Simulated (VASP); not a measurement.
Input of a VASP 6.6.1 run:

File INCAR:

```
PREC = Accurate
ENCUT = 520
EDIFF = 1E-7
ISMEAR = 0
SIGMA = 0.1
LREAL = False
LASPH = True
NELM = 60
ALGO = Normal
ISIF = 2
LWAVE = False
LCHARG = False
GGA = PE
NBANDS = 24
```

KPOINTS

```
regular mesh
0
Gamma
  6 6 6
```

File POSCAR:

```
B4WC
1.0
    0.0000000000      2.8428008216      2.8428008216
    2.8428008216      0.0000000000      2.8428008216
    2.8428008216      2.8428008216      0.0000000000
B W C
4 1 1
Direct
    0.3780710602      0.8657868194      0.3780710602
    0.3780710602      0.3780710602      0.8657868194
    0.3780710602      0.3780710602      0.3780710602
    0.8657868194      0.3780710602      0.3780710602
    0.0000000000      0.0000000000      0.0000000000
    0.7500000000      0.7500000000      0.7500000000
```

Potentials or basis: VASP PAW PBE potentials, release 64 (B, W_sv, C).

Run with:

```bash
$ cat potpaw_PBE.64/B/POTCAR potpaw_PBE.64/W_sv/POTCAR potpaw_PBE.64/C/POTCAR > POTCAR
$ mpirun -np 1 vasp_std > vasp.out
```

(1) Estimate the largest force.

(2) Predict the pressure.

(3) What does it give for the band gap on the k mesh?

## Answers

(1) 0.013 eV/Å.

(2) 0.4 GPa.

(3) zero (bands 15 and 16 overlap by 0.01 eV).

Caveat: spin-orbit coupling is left out, which moves the levels of the heavy elements.
